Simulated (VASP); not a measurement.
Input of a VASP 6.6.1 run:

INCAR

```
PREC = Accurate ; ENCUT = 520
EDIFF = 1E-6 ; ISMEAR = 0
SIGMA = 0.15 ; LREAL = False
LASPH = True ; NELM = 150
ALGO = Fast ; ISIF = 2
LWAVE = False ; LCHARG = False
ISPIN = 2 ; MAGMOM = 0.4 0.4
LORBIT = 11 ; NUPDOWN = 0.8
LMAXMIX = 4 ; GGA = PS
NBANDS = 20
```

The input KPOINTS:

```
Automatic mesh
0
Gamma
  21 21 12
```

POSCAR

```
Ir
1.0
    2.5448121180      0.0000000000      0.0000000000
   -1.2724060590      2.2038719420      0.0000000000
    0.0000000000      0.0000000000      4.1259244814
Ir
2
Direct
    0.6666666667      0.3333333333      0.7500000000
    0.3333333333      0.6666666667      0.2500000000
```

Potentials or basis: VASP PAW PBE potentials, release 64 (Ir).

Command:

```bash
$ cat potpaw_PBE.64/Ir/POTCAR > POTCAR
$ mpirun -np 1 vasp_std > vasp.out
```

Q: Predict the pressure.

A: 130.8 GPa.

Stress tensor (GPa, compression positive):
```
130.21   0.00   0.00
  0.00 130.21   0.00
  0.00   0.00 132.03
```

Caveat: the PAW data sets were made with another functional, which shifts forces and pressure a little; the total moment is fixed, so each spin has its own Fermi level.
